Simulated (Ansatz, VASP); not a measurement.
**Lu3Si in VASP and in Ansatz**

File INCAR:

```
PREC = Accurate
ENCUT = 520
EDIFF = 1E-6
ISMEAR = -1
SIGMA = 0.05
LREAL = False
LASPH = True
NELM = 100
ALGO = Fast
ISIF = 2
LWAVE = False
LCHARG = False
GGA = PE
NBANDS = 48
```

File KPOINTS:

```
regular mesh
0
Gamma
  6 6 6
```

Contents of POSCAR:

```
Lu3Si
1.0
    4.5414190000      0.0000000000      0.0000000000
    0.0000000000      4.5414190000      0.0000000000
    0.0000000000      0.0000000000      4.5414190000
Lu Si
3 1
Direct
    0.4835010000      0.5054090000      0.0002650000
    0.5103860000      0.0027580000      0.4980660000
   -0.0055870000      0.5048310000      0.5041270000
   -0.0035150000      0.0071270000     -0.0027520000
```

The input input.yaml:

```yaml
crystal:
  lattice:
    - [4.541419, 0.0, 0.0]
    - [0.0, 4.541419, 0.0]
    - [0.0, 0.0, 4.541419]
  atoms:
    - { symbol: Lu, position: [0.483501, 0.505409, 0.000265] }
    - { symbol: Lu, position: [0.510386, 0.002758, 0.498066] }
    - { symbol: Lu, position: [-0.005587, 0.504831, 0.504127] }
    - { symbol: Si, position: [-0.003515, 0.007127, -0.002752] }
hamiltonian:
  xc: pbe
  pseudopotentials: { kind: paw }
kpoints:
  mp_grid: { grid: [6, 6, 6] }
scf:
  occupations: { method: fermi_dirac, width: 0.05 }
output:
  forces: true
  stress: true
  eigenvalues: true
  write_density: true
  write_potential: true
  elf: true
  volumetric_format: npy
```

Change from the starting cell: atoms moved at random, drawn with an rms of 0.05 Å.

Alike in both runs: task single point; functional PBE; k mesh 6 × 6 × 6; occupations fermi-dirac, width 0.05 eV; no spin polarisation.

```csv
,VASP,Ansatz
version,VASP 6.6.1,Ansatz 0.2.0
potentials or method,"VASP PAW PBE potentials, release 64 (Lu, Si)",Ansatz PAW
plane-wave cutoff (eV),520,420
valence electrons in the cell,79,79
```

```tsv
	VASP	Ansatz	Ansatz less VASP
gap on the k mesh at the Fermi level (eV)	none	none	-
pressure (GPa)	-0.6	-0.8	-0.18
traceless stress, the component that is largest in VASP (GPa)	0.07	0.07	+0.001
rms of the force components (eV/Å)	0.140	0.140	-0.0008
```

Atom by atom the forces differ by 0.001 eV/Å (rms over components). A gap of «none» marks a metal or a gap that the smearing closes.

Neither program's run includes spin-orbit coupling.
